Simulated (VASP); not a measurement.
Set up this calculation in VASP 6.6.1, as the native input.

```yaml
Task: relaxation of cell and atoms
Functional: PBE
Potentials_or_basis: VASP PAW PBE potentials, release 64 (Be, S)
Cutoff: 600 eV
k_mesh: 6 × 10 × 10
Occupations: gaussian, width 0.1 eV
Spin: no spin polarisation
Dipole_correction: no
Further_INCAR_settings: ALGO = Normal; EDIFF = 1e-06; IBRION = 2; EDIFFG = -0.01; NSW = 100; ISIF = 3
```

The structure of Be7S lies in POSCAR:

```
Be7S
1.0
    6.7356639203      0.0000000000      0.0000000000
    0.0000000000      2.1929568382      2.6526958661
    0.0000000000     -2.1929568382      2.6526958661
Be S
7 1
Direct
    0.5000000000      0.7640507343      0.7640507343
    0.5000000000      0.2199426578      0.2199426578
    0.7003480504      0.7328276284      0.2513402377
    0.2996519496      0.7328276284      0.2513402377
    0.2996519496      0.2513402377      0.7328276284
    0.7003480504      0.2513402377      0.7328276284
    0.0000000000      0.5760255290      0.5760255290
    0.0000000000      0.9715909221      0.9715909221
```

The input as run:

INCAR

```
  PREC = Accurate
  ENCUT = 600
  EDIFF = 1E-6
  ISMEAR = 0
  SIGMA = 0.1
  LREAL = F
  LASPH = T
  NELM = 80
  ALGO = Normal
  ISIF = 3
  LWAVE = F
  LCHARG = F
  GGA = PE
  IBRION = 2
  NSW = 100
  EDIFFG = -0.01
```

KPOINTS

```
Automatic mesh
0
Gamma
  6 10 10
```

Potentials or basis: VASP PAW PBE potentials, release 64 (Be, S).

Run with:

```console
$ cat potpaw_PBE.64/Be/POTCAR potpaw_PBE.64/S/POTCAR > POTCAR
$ mpirun -np 1 vasp_std > vasp.out
```

Results of the run:

- Relaxed volume: 9.83 Å³/atom
- Relaxed cell: a = 6.787 Å, b = 3.434 Å, c = 3.434 Å, α = 79.33°, β = 90.00°, γ = 90.00°
- Space group after relaxing (to 0.1 Å): Amm2 (No. 38)
- Energy gained by relaxing: 0.4 meV/atom
- Ionic steps: 7
- Pressure after relaxing: 0.0 GPa
- Largest force after relaxing: 0.008 eV/Å
- Band gap on the k mesh: zero (bands 10 and 11 overlap by 3.07 eV)

Wall time 4.9 min on 1 thread of AMD EPYC 9R45 96-Core Processor (Zen 5), on a shared host, peak memory 0.27 GiB.
